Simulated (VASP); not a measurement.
BeS (rocksalt type): single point with PBE

Crystal: BeS (rocksalt type).

```
CELL_PARAMETERS angstrom
0.00000 2.33679 2.33679
2.33679 0.00000 2.33679
2.33679 2.33679 0.00000
ATOMIC_POSITIONS crystal
Be 0.00000 0.00000 0.00000
S 0.50000 0.50000 0.50000
```

```
Program             : VASP 6.6.1
Task                : single point
Functional          : PBE
Potentials or basis : VASP PAW PBE potentials, release 64 (Be, S)
Cutoff              : 520 eV
k mesh              : 15 × 15 × 15
Occupations         : fermi-dirac, width 0.08 eV
Spin                : no spin polarisation
```

```json
{"Pressure": "-3.0 GPa", "Band gap on the k mesh": "1.00 eV (least direct gap 4.04 eV)"}
```

Levels at points of the mesh, in eV from the valence-band top:
```
           k point  band 1  band 2  band 3  band 4  band 5  band 6  band 7  band 8
(0.00, 0.00, 0.00)  -14.87   -0.28   -0.28   -0.28    5.01    8.87    8.87    8.87
```

It took 61 s on 1 thread of Intel Xeon 8259CL, on a shared host, peak memory 0.17 GiB.

Caveat: an odd mesh through Γ misses points on the zone boundary, where band edges can lie.
